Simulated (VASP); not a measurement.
Runs of VASP 6.6.1 on Cu. The structure is hexagonal, space group P6_3/mmc (No. 194). The conventional cell has a = 2.534 Å, b = 2.534 Å, c = 4.113 Å, α = 90.00°, β = 90.00°, γ = 120.00°. Within 3.3 Å of Cu (site symmetry -6m2) lie 12 Cu at 2.52 to 2.53 Å. 

| k mesh | gap on the mesh (eV) | pressure (GPa) |
| --- | --- | --- |
| 4 × 4 × 2 | none | (a) |
| 9 × 9 × 5 | none | -7.0 |
| 6 × 6 × 3 | none | -6.8 |
| 7 × 7 × 4 | none | -7.5 |
| 5 × 5 × 3 | none | (b) |

Alike in all rows: task single point; level LDA; potentials or basis VASP PAW LDA potentials, release 64 (Cu); no spin polarisation; cell as given; cutoff (eV) 520; smearing methfessel-paxton 0.15 eV.

Question: Fill in the values left out.

Answer: (a) -5.9; (b) -7.4.

Caveats: some runs use coarse meshes.

A gap of «none» marks levels without a gap at the run's occupations.
